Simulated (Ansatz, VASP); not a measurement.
**Rh in VASP and in Ansatz**

File INCAR:

```
SYSTEM = Rh
PREC = Accurate ; ENCUT = 520
EDIFF = 1E-7 ; ISMEAR = 0
SIGMA = 0.15 ; LREAL = .FALSE.
LASPH = .TRUE. ; NELM = 60
ALGO = Fast ; ISIF = 2
LWAVE = .FALSE. ; LCHARG = .TRUE.
GGA = PE ; LELF = .TRUE.
LVHAR = .TRUE. ; NBANDS = 22
```

Contents of KPOINTS:

```
regular mesh
0
G
  21 21 12
  0 0 0
```

File POSCAR:

```
Rh
1.0
    2.6172811951      0.0000000000      0.0000000000
   -1.3086405976      2.2666320038      0.0000000000
    0.0000000000      0.0000000000      4.6106025533
Rh
2
Direct
    0.6666666667      0.3333333333      0.7500000000
    0.3333333333      0.6666666667      0.2500000000
```

Input for Ansatz:

```yaml
crystal:
  lattice:
    - [2.6172811951, 0.0, 0.0]
    - [-1.3086405976, 2.2666320038, 0.0]
    - [0.0, 0.0, 4.6106025533]
  atoms:
    - { symbol: Rh, position: [0.6666666667, 0.3333333333, 0.75] }
    - { symbol: Rh, position: [0.3333333333, 0.6666666667, 0.25] }
basis:
  ecutwfc: 420
kpoints:
  mp_grid: { grid: [21, 21, 12] }
hamiltonian:
  xc: pbe
  pseudopotentials: { kind: paw, azcp: { folder: soft_1 } }
scf:
  occupations: { method: gaussian, width: 0.15 }
output:
  forces: true
  stress: true
  eigenvalues: true
```

Alike in both runs: task single point; functional PBE; k mesh 21 × 21 × 12; occupations gaussian, width 0.15 eV; no spin polarisation.

|  | VASP | Ansatz |
| --- | --- | --- |
| version | VASP 6.6.1 | Ansatz 0.2.0 |
| potentials or method | VASP PAW PBE potentials, release 64 (Rh_pv), cutoff 520 eV | scalar-relativistic, plane waves, PAW |
| valence electrons in the cell | 30 | 34 |

VASP gave:

```
gap on the k mesh at the Fermi level (eV)                     : none
pressure (GPa)                                                : 10.5
traceless stress, the component that is largest in VASP (GPa) : -17.45
```

Task: Estimate Ansatz's values.

Result: gap on the k mesh at the Fermi level (eV): none; pressure (GPa): 10.6; traceless stress, the component that is largest in VASP (GPa): -17.47.

A gap of «none» marks a metal or a gap that the smearing closes. With one functional, cell and mesh, what is left measures potentials, basis and numerics. VASP's potentials hold 30 valence electrons a cell and Ansatz's 34, so a difference there can come from the potentials and not from the codes.
